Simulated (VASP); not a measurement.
# Al2H (I4/mcm) in VASP: notebook

Runs on Al2H. Level: PBE. Tasks: single point, relaxation of cell and atoms.

Everything below comes from runs of VASP 6.6.1. Logs are shortened: lines on timing, memory, paths and dates and some standing lists are left out, and cuts for length are marked.

## 1. The cell of the first run

The structure is tetragonal, space group I4/mcm (No. 140). Conventional cell: a = 5.416 Å, b = 5.416 Å, c = 4.614 Å, α = 90.00°, β = 90.00°, γ = 90.00°. Al (site symmetry m2m) has 4 H at 2.32 Å and 11 Al at 2.59 to 2.95 Å within 3.1 Å. Within 3.0 Å of H (site symmetry 422) lie 2 H at 2.31 Å and 8 Al at 2.32 Å.

## 2. Single point, PBE

INCAR

```
SYSTEM = Al2H
  PREC = Accurate
  ENCUT = 520
  EDIFF = 1E-6
  ISMEAR = 0
  SIGMA = 0.1
  LREAL = .False.
  LASPH = .True.
  NELM = 60
  ALGO = Normal
  ISIF = 2
  LWAVE = .False.
  LCHARG = .False.
  GGA = PE
  NBANDS = 16
```

KPOINTS

```
regular mesh
0
Gamma
  6 6 6
  0 0 0
```

POSCAR

```
Al2H
1.0
   -2.7078600700      2.7078600700      2.3071279500
    2.7078600700     -2.7078600700      2.3071279500
    2.7078600700      2.7078600700     -2.3071279500
Al H
4 2
Direct
    0.6692000000      0.1692000000      0.8384000100
    0.1692000000      0.3308000000      0.5000000000
    0.3308000000      0.8308000000      0.1615999900
    0.8308000000      0.6692000000      0.5000000000
    0.2500000000      0.2500000000      0.0000000000
    0.7500000000      0.7500000000      0.0000000000
```

Potentials or basis: VASP PAW PBE potentials, release 64 (Al, H).

Started as:

```
$ cat potpaw_PBE.64/Al/POTCAR potpaw_PBE.64/H/POTCAR > POTCAR
$ mpirun -np 1 vasp_std > vasp.out
```

OUTCAR:

```text
SYSTEM = Al2H
   PREC = Accurate
   ENCUT = 520
   EDIFF = 1E-6
   ISMEAR = 0
   LREAL = .False.
   LASPH = .True.
   NELM = 60
   ISIF = 2
   GGA = PE

 ion  position               nearest neighbor table
   1  0.669  0.169  0.838-   3 2.59   3 2.62   3 2.62   2 2.85   4 2.85   4 2.85   2 2.85   2 2.95
                             4 2.95   2 2.95   4 2.95
   2  0.169  0.331  0.500-   4 2.59   4 2.62   4 2.62   1 2.85   3 2.85   3 2.85   1 2.85   3 2.95
                             1 2.95   1 2.95   3 2.95
   3  0.331  0.831  0.162-   1 2.59   1 2.62   1 2.62   2 2.85   4 2.85   4 2.85   2 2.85   2 2.95
                             4 2.95   4 2.95   2 2.95
   4  0.831  0.669  0.500-   2 2.59   2 2.62   2 2.62   3 2.85   1 2.85   1 2.85   3 2.85   1 2.95
                             3 2.95   3 2.95   1 2.95
   5  0.250  0.250  0.000-
   6  0.750  0.750  0.000-

  LATTYP: Found a body centered tetragonal cell.
 ALAT       =     5.4157201400
 C/A-ratio  =     0.8520115111

  Lattice vectors:

 A1 = (  -2.7078600700,   2.7078600700,   2.3071279500)
 A2 = (   2.7078600700,  -2.7078600700,   2.3071279500)
 A3 = (   2.7078600700,   2.7078600700,  -2.3071279500)

Analysis of symmetry for initial positions (statically):
=====================================================================
 Subroutine PRICEL returns:
 Original cell was already a primitive cell.

 Routine SETGRP: Setting up the symmetry group for a
 body centered tetragonal supercell.

 Subroutine GETGRP returns: Found 16 space group operations
 (whereof  8 operations were pure point group operations)
 out of a pool of 16 trial point group operations.

The static configuration has the point symmetry C_4h.
 The point group associated with its full space group is D_4h.

Analysis of symmetry for dynamics (positions and initial velocities):
=====================================================================
 Subroutine PRICEL returns:
 Original cell was already a primitive cell.

 Routine SETGRP: Setting up the symmetry group for a
 body centered tetragonal supercell.

 Subroutine GETGRP returns: Found 16 space group operations
 (whereof  8 operations were pure point group operations)
 out of a pool of 16 trial point group operations.

The dynamic configuration has the point symmetry C_4h.
 The point group associated with its full space group is D_4h.

 Subroutine INISYM returns: Found 16 space group operations
 (whereof  8 operations are pure point group operations),
 and found     1 'primitive' translations

----------------------------------------------------------------------------------------

                                     Primitive cell

  volume of cell :      67.6681

  direct lattice vectors                    reciprocal lattice vectors
    -2.707860070  2.707860070  2.307127950     0.000000000  0.184647651  0.216719667
     2.707860070 -2.707860070  2.307127950     0.184647651  0.000000000  0.216719667
     2.707860070  2.707860070 -2.307127950     0.184647651  0.184647651  0.000000000

  length of vectors
     4.470777527  4.470777527  4.470777527     0.284714188  0.284714188  0.261131212

  position of ions in fractional coordinates (direct lattice)
     0.669200000  0.169200000  0.838400010
     0.169200000  0.330800000  0.500000000
     0.330800000  0.830800000  0.161599990
     0.830800000  0.669200000  0.500000000
     0.250000000  0.250000000  0.000000000
     0.750000000  0.750000000  0.000000000

  ion indices of the primitive-cell ions
   primitive index   ion index
                 1           1
                 2           2
                 3           3
                 4           4
                 5           5
                 6           6

----------------------------------------------------------------------------------------

 KPOINTS: regular mesh

Automatic generation of k-mesh.
 Grid dimensions read from file:
 generate k-points for:    6    6    6

 Generating k-lattice:

  Cartesian coordinates                     Fractional coordinates (reciprocal lattice)
     0.000000000  0.030774608  0.036119944     0.166666667  0.000000000 -0.000000000
     0.030774608  0.000000000  0.036119944     0.000000000  0.166666667 -0.000000000
     0.030774608  0.030774608  0.000000000     0.000000000  0.000000000  0.166666667

  Length of vectors
     0.047452365  0.047452365  0.043521869

  Shift w.r.t. Gamma in fractional coordinates (k-lattice)
     0.000000000  0.000000000  0.000000000

 Subroutine IBZKPT returns following result:
 ===========================================

 Found     30 irreducible k-points:

 Following reciprocal coordinates:
            Coordinates               Weight
  0.000000  0.000000  0.000000      1.000000
  0.166667  0.000000  0.000000      8.000000
  0.333333  0.000000  0.000000      8.000000
  0.500000  0.000000  0.000000      4.000000
  0.166667  0.166667  0.000000      8.000000
  0.333333  0.166667 -0.000000     16.000000
[... 16 lines left out ...]
 -0.333333 -0.333333  0.166667      8.000000
 -0.166667 -0.333333  0.166667      8.000000
 [... further k-points ...]
   k-points           NKPTS =     30   k-points in BZ     NKDIM =     30   number of bands    NBANDS=     16
   number of dos      NEDOS =    301   number of ions     NIONS =      6
   total plane-waves  NPLWV =  46656
   dimension x,y,z NGX =    36 NGY =   36 NGZ =   36
   dimension x,y,z NGXF=    72 NGYF=   72 NGZF=   72
   ions per type =               4   2
   NGX,Y,Z   is equivalent  to a cutoff of  13.39, 13.39, 13.39 a.u.
   NGXF,Y,Z  is equivalent  to a cutoff of  26.77, 26.77, 26.77 a.u.
 SYSTEM =  Al2H
   PREC   = accura    normal or accurate (medium, high low for compatibility)
   ISTART =      0    job   : 0-new  1-cont  2-samecut
   ICHARG =      2    charge: 1-file 2-atom 10-const
   ISPIN  =      1    spin polarized calculation?
   LNONCOLLINEAR =      F non collinear calculations
   LSORBIT =      F    spin-orbit coupling
   LASPH  =      T    aspherical Exc in radial PAW
   ENCUT  =  520.0 eV  38.22 Ry    6.18 a.u.   8.31  8.31  8.31*2*pi/ulx,y,z
   NELM   =     60;   NELMIN=  2; NELMDL= -5     # of ELM steps
   EDIFF  = 0.1E-05   stopping-criterion for ELM
   LREAL  =      F    real-space projection
[... 7 lines left out ...]
   TEBEG  =    0.0;   TEEND  =   0.0 temperature during run
   PSTRESS=    0.0 pullay stress
   NELECT =      14.0000    total number of electrons
   NUPDOWN=      -1.0000    fix difference up-down
   EMIN   =  10.00;   EMAX   =-10.00  energy-range for DOS
   EFERMI =   0.00;   METHOD = LEGACY
   ISMEAR =     0;   SIGMA  =   0.10  broadening in eV -4-tet -1-fermi 0-gaus
   EFERMI_NEDOS =   21; number of points for ismear=-14 and -15
   IALGO  =     38    algorithm
   IMIX   =      4    mixing-type and parameters
     AMIX     =   0.40;   BMIX     =  1.00
     AMIX_MAG =   1.60;   BMIX_MAG =  1.00
  volume/ion in A,a.u.               =      11.28        76.11
  Fermi-wavevector in a.u.,A,eV,Ry     =   0.968254  1.829735 12.755687  0.937517
  Thomas-Fermi vector in A             =   2.098208
   LORBIT       =      0    0 simple, 1 ext, 2 COOP (PROOUT), +10 PAW based schemes
   GGA     = PE    functional components
   LHFCALC =     F    Hartree Fock is set to
   AEXX    =    0.0000 exact exchange contribution
   IVDW    =     0    specifies the selected vdW correction
   LEPSILON=     F    determine dielectric tensor
   LRPA    =     F    only Hartree local field effects (RPA)
 non-spin polarized calculation
 Gauss-broadening in eV      SIGMA  =   0.10
  energy-cutoff  :      520.00
  volume of cell :       67.67
 maximum number of plane-waves:      1844
 NGX is ok and might be reduce to    36
   NGX = 17   NGY = 17   NGZ = 17

 number of electron      13.9999999 magnetization

 Free energy of the ion-electron system (eV)
  ---------------------------------------------------
  ext. energy  EPLUGINS =         0.00000000
  ---------------------------------------------------
  free energy    TOTEN  =       -19.67998610 eV

  energy without entropy =      -19.67409729  energy(sigma->0) =      -19.67704170

 E-fermi :   8.3349     XC(G=0): -10.4843

 val. band max:        8.3302698617   @ k =  -0.3333   0.5000   0.3333
 cond. band min:       8.3757150014   @ k =  -0.1667   0.1667   0.0000
 fundamental gap:      0.0454451397
 Fermi energy:         8.3349014204

 k-point     1 :       0.0000    0.0000    0.0000
  band No.  band energies     occupation
      1      -3.9332      2.00000
      2       4.5651      2.00000
      3       4.8737      2.00000
      4       5.9189      2.00000
      5       6.2252      2.00000
      6       6.2252      2.00000
[... 8 lines left out ...]
     15      15.5011      0.00000
     16      16.4576      0.00000

 k-point     2 :       0.1667    0.0000    0.0000
  band No.  band energies     occupation
      1      -3.6051      2.00000
      2       3.5999      2.00000
      3       3.9363      2.00000
      4       4.8560      2.00000
      5       5.3513      2.00000
      6       6.1157      2.00000
[... 8 lines left out ...]
     15      15.0033      0.00000
     16      16.7665      0.00000

 k-point     3 :       0.3333    0.0000    0.0000
  band No.  band energies     occupation
      1      -2.6277      2.00000
      2       1.1438      2.00000
      3       3.3776      2.00000
      4       3.8901      2.00000
      5       4.4914      2.00000
      6       5.0119      2.00000
[... 8 lines left out ...]
     15      15.5900      0.00000
     16      15.7001      0.00000

 k-point     4 :       0.5000    0.0000    0.0000
  band No.  band energies     occupation
      1      -1.0243      2.00000
      2      -1.0243      2.00000
      3       3.3569      2.00000
      4       3.3569      2.00000
      5       4.4312      2.00000
      6       4.4312      2.00000
[... 8 lines left out ...]
     15      15.9918      0.00000
     16      15.9918      0.00000

 k-point     5 :       0.1667    0.1667    0.0000
  band No.  band energies     occupation
      1      -2.9002      2.00000
      2       2.0557      2.00000
      3       2.9519      2.00000
      4       3.4864      2.00000
      5       5.5822      2.00000
      6       5.9118      2.00000
[... 8 lines left out ...]
     15      14.8767      0.00000
     16      14.9261      0.00000

 k-point     6 :       0.3333    0.1667   -0.0000
  band No.  band energies     occupation
      1      -1.5588      2.00000
      2      -0.0022      2.00000
      3       1.7537      2.00000
      4       3.2422      2.00000
      5       5.0195      2.00000
      6       6.2078      2.00000
[... 8 lines left out ...]
     15      14.7907      0.00000
     16      16.1410      0.00000
[... 267 lines left out ...]
 k-point    21 :      -0.3333    0.5000    0.1667
  band No.  band energies     occupation
      1      -1.4694      2.00000
      2       0.2863      2.00000
      3       1.3006      2.00000
      4       3.5460      2.00000
      5       5.0940      2.00000
      6       5.6172      2.00000
[... 8 lines left out ...]
     15      15.7986      0.00000
     16      16.0403      0.00000

 k-point    22 :      -0.1667    0.5000    0.1667
  band No.  band energies     occupation
      1      -1.0281      2.00000
      2      -0.4058      2.00000
      3       1.8876      2.00000
      4       2.7818      2.00000
      5       5.4205      2.00000
      6       5.4446      2.00000
[... 8 lines left out ...]
     15      15.6803      0.00000
     16      16.7374      0.00000

 k-point    23 :      -0.3333   -0.3333    0.1667
  band No.  band energies     occupation
      1      -0.6714      2.00000
      2      -0.0376      2.00000
      3       0.7422      2.00000
      4       3.5293      2.00000
      5       3.9138      2.00000
      6       5.6318      2.00000
[... 8 lines left out ...]
     15      16.2776      0.00000
     16      17.2346      0.00000

 k-point    24 :      -0.1667   -0.3333    0.1667
  band No.  band energies     occupation
      1      -2.0975      2.00000
      2       0.9626      2.00000
      3       2.4748      2.00000
      4       3.2950      2.00000
      5       4.4848      2.00000
      6       5.3484      2.00000
[... 8 lines left out ...]
     15      16.3856      0.00000
     16      16.8681      0.00000

 [... further k-points ...]

------------------------ aborting loop because EDIFF is reached ----------------------------------------

  FORCE on cell =-STRESS in cart. coord.  units (eV):
  Direction    XX          YY          ZZ          XY          YZ          ZX
  --------------------------------------------------------------------------------------
  -------------------------------------------------------------------------------------
  Total        2.3440501      2.3440501      2.2470051      0.0000000      0.0000000      0.0000000
  in kB       55.5000496     55.5000496     53.2023143      0.0000000      0.0000000      0.0000000
  external PRESSURE =      54.7341379 kB  Pullay stress =       0.0000000 kB

 VOLUME and BASIS-vectors are now :
 -----------------------------------------------------------------------------
  energy-cutoff  :      520.00
  volume of cell :       67.67
      direct lattice vectors                 reciprocal lattice vectors
    -2.707860070  2.707860070  2.307127950     0.000000000  0.184647651  0.216719667
     2.707860070 -2.707860070  2.307127950     0.184647651  0.000000000  0.216719667
     2.707860070  2.707860070 -2.307127950     0.184647651  0.184647651  0.000000000

 POSITION                                       TOTAL-FORCE (eV/Angst)
 -----------------------------------------------------------------------------------
      0.91634      3.62420     -0.00000        -0.061496     -0.061496     -0.000000
      1.79152      0.91634     -0.00000         0.061496     -0.061496     -0.000000
      1.79152     -0.91634      2.30713         0.061496      0.061496      0.000000
      0.91634      1.79152      2.30713        -0.061496      0.061496     -0.000000
      0.00000      0.00000      1.15356         0.000000     -0.000000      0.000000
      0.00000      0.00000      3.46069         0.000000     -0.000000      0.000000
 -----------------------------------------------------------------------------------
    total drift:                                0.000000     -0.000000     -0.000000

  FREE ENERGIE OF THE ION-ELECTRON SYSTEM (eV)
  ---------------------------------------------------
  free  energy   TOTEN  =       -19.6799861011 eV

  energy  without entropy=      -19.6740972923  energy(sigma->0) =      -19.67704170
```

It took 28 s on 1 thread of Intel Xeon 6975P-C, shared host; peak memory 0.2 GiB.

What came out:

```
Free energy            : -19.6800 eV
Pressure               : 5.5 GPa
Largest force          : 0.087 eV/Å
Band gap on the k mesh : zero (band 7 reaches 9.79 eV, above the bottom of band 8 at 7.19 eV)
```

Forces on the atoms (eV/Å):
```
Al  -0.061 -0.061  0.000
Al   0.061 -0.061  0.000
Al   0.061  0.061  0.000
Al  -0.061  0.061  0.000
H    0.000  0.000  0.000
H    0.000  0.000  0.000
```

Stress tensor (GPa, compression positive):
```
5.55 0.00 0.00
0.00 5.55 0.00
0.00 0.00 5.32
```

## 3. Single point, PBE

This run uses another cell than the first one, of 12.01 Å³/atom, 1.065 times its volume.

INCAR

```
SYSTEM = Al2H
PREC = Accurate
ENCUT = 520
EDIFF = 1E-7
ISMEAR = 0
SIGMA = 0.1
LREAL = .FALSE.
LASPH = .TRUE.
NELM = 80
ALGO = Normal
ISIF = 2
LWAVE = .FALSE.
LCHARG = .FALSE.
GGA = PE
NBANDS = 16
```

KPOINTS

```
regular mesh
0
G
  6 6 6
  0 0 0
```

POSCAR

```
Al2H
1.0
   -2.7706343365      2.7706343365      2.3464678479
    2.7706343365     -2.7706343365      2.3464678479
    2.7706343365      2.7706343365     -2.3464678479
Al H
4 2
Direct
    0.6680997333      0.1680997333      0.8361994667
    0.1680997333      0.3319002667      0.5000000000
    0.3319002667      0.8319002667      0.1638005333
    0.8319002667      0.6680997333      0.5000000000
    0.2500000000      0.2500000000      0.0000000000
    0.7500000000      0.7500000000      0.0000000000
```

Potentials or basis: VASP PAW PBE potentials, release 64 (Al, H).

Started as:

```
$ cat potpaw_PBE.64/Al/POTCAR potpaw_PBE.64/H/POTCAR > POTCAR
$ mpirun -np 1 vasp_std > vasp.out
```

Run time: 29 s. Hardware: 1 thread of Intel Xeon 6975P-C, shared host; peak memory 0.2 GiB.

Results (log left out):

| Quantity | Value |
| --- | --- |
| Free energy | -19.7519 eV |
| Pressure | 0.0 GPa |
| Largest force | 0.016 eV/Å |
| Band gap on the k mesh | zero (band 7 reaches 9.05 eV, above the bottom of band 8 at 6.57 eV) |

Forces in eV/Å, atoms in the order of the input:
```
Al   0.011  0.011  0.000
Al  -0.011  0.011  0.000
Al  -0.011 -0.011  0.000
Al   0.011 -0.011  0.000
H    0.000  0.000  0.000
H    0.000  0.000  0.000
```

Stress tensor (GPa, compression positive):
```
-0.12  0.00  0.00
 0.00 -0.12  0.00
 0.00  0.00  0.11
```

Levels at points of the mesh, in eV from the Fermi level:
```tsv
k point	band 5	band 6	band 7	band 8	band 9	band 10
(0.00, 0.00, 0.00)	-2.00	-2.00	-0.85	-0.85	-0.52	-0.05
(0.50, 0.00, 0.00)	-3.81	-3.81	0.34	0.34	3.53	3.53
(0.50, 0.50, 0.00)	-2.47	-1.85	-0.99	0.03	0.36	0.62
(0.50, 0.50, 0.50)	-6.03	-4.40	1.38	2.95	4.23	4.30
```

(Part 1 of 2 ends here.)
